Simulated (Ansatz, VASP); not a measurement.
Two plane-wave programs on CaO

```
CELL_PARAMETERS angstrom
0.00000 2.44900 2.44900
2.44900 0.00000 2.44900
2.44900 2.44900 0.00000
ATOMIC_POSITIONS crystal
Ca 0.00000 0.00000 0.00000
O 0.50000 0.50000 0.50000
```

Alike in both runs: task single point; functional r2SCAN; k mesh 10 × 10 × 10; occupations gaussian, width 0.05 eV; no spin polarisation.

|  | VASP | Ansatz |
| --- | --- | --- |
| version | VASP 6.6.1 | Ansatz 0.2.0 |
| potentials or method | VASP PAW PBE potentials, release 64 (Ca_sv, O), cutoff 520 eV | scalar-relativistic, plane waves, PAW |
| valence electrons in the cell | 16 | 16 |

|  | VASP | Ansatz | Ansatz less VASP |
| --- | --- | --- | --- |
| gap on the k mesh at the Fermi level (eV) | 4.19 | 4.20 | +0.009 |
| least direct gap on the mesh (eV) | 4.58 | 4.59 | +0.011 |
| pressure (GPa) | -5.7 | -6.5 | -0.81 |

VASP's potentials were made for PBE, not for r2SCAN.
